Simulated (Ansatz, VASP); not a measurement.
Rh: VASP beside Ansatz

File INCAR:

```
PREC = Accurate
ENCUT = 400
EDIFF = 1E-8
ISMEAR = -1
SIGMA = 0.08
LREAL = F
LASPH = T
NELM = 120
ALGO = Normal
ISIF = 2
LWAVE = F
LCHARG = F
GGA = PE
LEFG = T
NBANDS = 14
GGA_COMPAT = F
```

Contents of KPOINTS:

```
regular mesh
0
Gamma
  16 16 16
```

Contents of POSCAR:

```
Rh
1.0
    0.0000000000      1.8825345000      1.9015500000
    1.8825345000      0.0000000000      1.9015500000
    1.8825345000      1.8825345000      0.0000000000
Rh
1
Direct
    0.0000000000      0.0000000000      0.0000000000
```

Input for Ansatz:

```yaml
crystal:
  lattice:
    - [0.0, 1.8825345, 1.90155]
    - [1.8825345, 0.0, 1.90155]
    - [1.8825345, 1.8825345, 0.0]
  atoms:
    - { symbol: Rh, position: [0.0, 0.0, 0.0] }
kpoints:
  mp_grid: { grid: [16, 16, 16] }
scf:
  occupations: { method: fermi_dirac, width: 0.08 }
hamiltonian:
  xc: pbe
  pseudopotentials: { kind: all_electron, datasets: crystal }
output:
  forces: true
  stress: true
  eigenvalues: true
  efg: { contact_densities: true }
```

Change from the starting cell: equal xx and yy strain of -1 %, crystal datasets.

Alike in both runs: task electric field gradients; functional PBE; k mesh 16 × 16 × 16; occupations fermi-dirac, width 0.08 eV; no spin polarisation.

```csv
,VASP,Ansatz
version,VASP 6.6.1,Ansatz 0.2.0
potentials or method,"VASP PAW PBE potentials, release 64 (Rh_pv), cutoff 400 eV","all-electron PAW with datasets made for the crystal, scalar-relativistic"
```

```csv
,VASP,Ansatz,Ansatz less VASP
pressure (GPa),10.8,12.1,+1.25
"traceless stress, the component that is largest in VASP (GPa)",-1.72,-1.73,-0.006
size of Vzz on the site where it differs most (V/Å²),0.8,0.9,+0.13
```

Ansatz ran all-electron here, and VASP with PAW potentials.
